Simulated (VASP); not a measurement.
CdSe:

```
CELL_PARAMETERS angstrom
0.00000 3.07027 3.07027
3.07027 0.00000 3.07027
3.07027 3.07027 0.00000
ATOMIC_POSITIONS crystal
Cd 0.00000 0.00000 0.00000
Se 0.75000 0.75000 0.75000
```

- Program: VASP 6.6.1
- Task: relaxation of cell and atoms
- Functional: LDA
- Potentials or basis: VASP PAW LDA potentials, release 64 (Cd, Se)
- Cutoff: 500 eV
- k mesh: 6 × 6 × 6, shifted
- Occupations: gaussian, width 0.01 eV
- Spin: no spin polarisation

At the start: pressure -2.9 GPa; volume 28.94 Å³/atom.

Question: How do energy, volume and symmetry change on relaxing?

Answer: Over 3 steps the energy falls by 15.3 meV/atom and the volume is 27.33 Å³/atom (-5.6 %); space group F-43m (No. 216, to 0.05 Å).

Step by step:
```tsv
step	energy change (eV)	largest force (eV/Å)	pressure (GPa)	volume (Å³)
1	0.0000	0.0000	-2.89	57.88
2	-0.0269	0.0000	1.17	53.62
3	-0.0306	0.0000	0.00	54.66
```

Final structure:
```cif
data_structure
_symmetry_space_group_name_H-M 'P 1'
_symmetry_Int_Tables_number 1
_cell_length_a 4.2599
_cell_length_b 4.2599
_cell_length_c 4.2599
_cell_angle_alpha 60.000
_cell_angle_beta 60.000
_cell_angle_gamma 60.000
_cell_volume 54.66
loop_
_atom_site_label
_atom_site_type_symbol
_atom_site_fract_x
_atom_site_fract_y
_atom_site_fract_z
_atom_site_occupancy
Cd1 Cd 0.00000 0.00000 0.00000 1
Se1 Se 0.75000 0.75000 0.75000 1
```
